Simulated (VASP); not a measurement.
Set up this calculation in VASP 6.6.1, as the native input.

- Task: density of states
- Functional: LDA
- Potentials or basis: VASP PAW LDA potentials, release 64 (Hf_pv, O)
- Cutoff: 520 eV
- k mesh: 9 × 9 × 9
- Occupations: fermi-dirac, width 0.01 eV
- Spin: no spin polarisation
- Dipole correction: no
- k mesh for the DOS: 14 × 14 × 14
- Occupations for the DOS: tetrahedron
- Further INCAR settings: ALGO = Normal; EDIFF = 1e-06

Crystal: HfO2.

```
Hf O
1.0
     0.00000    2.55750    2.55750
     2.55750    0.00000    2.55750
     2.55750    2.55750    0.00000
Hf O
1 2
Direct
  0.00000 0.00000 0.00000
  0.25000 0.25000 0.25000
  0.75000 0.75000 0.75000
```

These files were run (other wordings do the same):

POSCAR

```
HfO2
1.0
    0.0000000000      2.5575000000      2.5575000000
    2.5575000000      0.0000000000      2.5575000000
    2.5575000000      2.5575000000      0.0000000000
Hf O
1 2
Direct
    0.0000000000      0.0000000000      0.0000000000
    0.2500000000      0.2500000000      0.2500000000
    0.7500000000      0.7500000000      0.7500000000
```

INCAR.step1

```
SYSTEM = HfO2
ALGO = Normal
EDIFF = 1E-6
ENCUT = 520
GGA = CA
ISIF = 2
ISMEAR = -1
LASPH = .TRUE.
LCHARG = .TRUE.
LMAXMIX = 4
LREAL = .FALSE.
LWAVE = .FALSE.
NBANDS = 18
NELM = 100
PREC = Accurate
SIGMA = 0.01
```

KPOINTS.step1

```
k-points
0
G
  9 9 9
  0 0 0
```

INCAR.step2

```
SYSTEM = HfO2
ALGO = Normal
EDIFF = 1E-6
ENCUT = 520
GGA = CA
ICHARG = 11
ISIF = 2
ISMEAR = -5
LASPH = .TRUE.
LCHARG = .FALSE.
LMAXMIX = 4
LORBIT = 10
LREAL = .FALSE.
LWAVE = .FALSE.
NEDOS = 1001
NELM = 100
PREC = Accurate
SIGMA = 0.01
```

KPOINTS.step2

```
k-points
0
G
  14 14 14
  0 0 0
```

Potentials or basis: VASP PAW LDA potentials, release 64 (Hf_pv, O).

Command:

```bash
$ cat potpaw_LDA.64/Hf_pv/POTCAR potpaw_LDA.64/O/POTCAR > POTCAR
$ cp INCAR.step1 INCAR
$ cp KPOINTS.step1 KPOINTS
$ mpirun -np 1 vasp_std > vasp.out
$ cp INCAR.step2 INCAR
$ cp KPOINTS.step2 KPOINTS
$ mpirun -np 1 vasp_std > vasp.out
```

It gave:

```
Valence electrons inside the program's atomic spheres : Hf 8.20; O 5.06
```

Caveat: spin-orbit coupling is left out, which moves the levels of the heavy elements.

Run time: 37 s on 1 thread of Intel Xeon 6975P-C, with other jobs on the host, peak memory 0.17 GiB.
